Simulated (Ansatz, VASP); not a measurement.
# AgI in VASP and in Ansatz

```
Ag I
1.0
     4.68629    0.00000    0.00000
    -2.34314    4.05844    0.00000
     0.00000    0.00000    7.66113
Ag I
2 2
Direct
  0.33333 0.66667 0.00245
  0.66667 0.33333 0.50245
  0.33333 0.66667 0.37745
  0.66667 0.33333 0.87745
```

Alike in both runs: task single point; functional PBE; k mesh 6 × 6 × 4; occupations gaussian, width 0.02 eV; no spin polarisation.

```csv
,VASP,Ansatz
version,VASP 6.6.1,Ansatz 0.2.0
potentials or method,"VASP PAW PBE potentials, release 64 (Ag, I), cutoff 500 eV","scalar-relativistic, plane waves, PAW"
valence electrons in the cell,36,72
```

Ansatz gave:

* gap on the k mesh at the Fermi level (eV): 1.37
* least direct gap on the mesh (eV): 1.37
* pressure (GPa): 0.0

Problem. Estimate VASP's values.

Solution. gap on the k mesh at the Fermi level (eV): 1.37; least direct gap on the mesh (eV): 1.37; pressure (GPa): -0.1.

VASP's potentials hold 36 valence electrons a cell and Ansatz's 72, so a difference there can come from the potentials and not from the codes.

Neither program's run includes spin-orbit coupling.
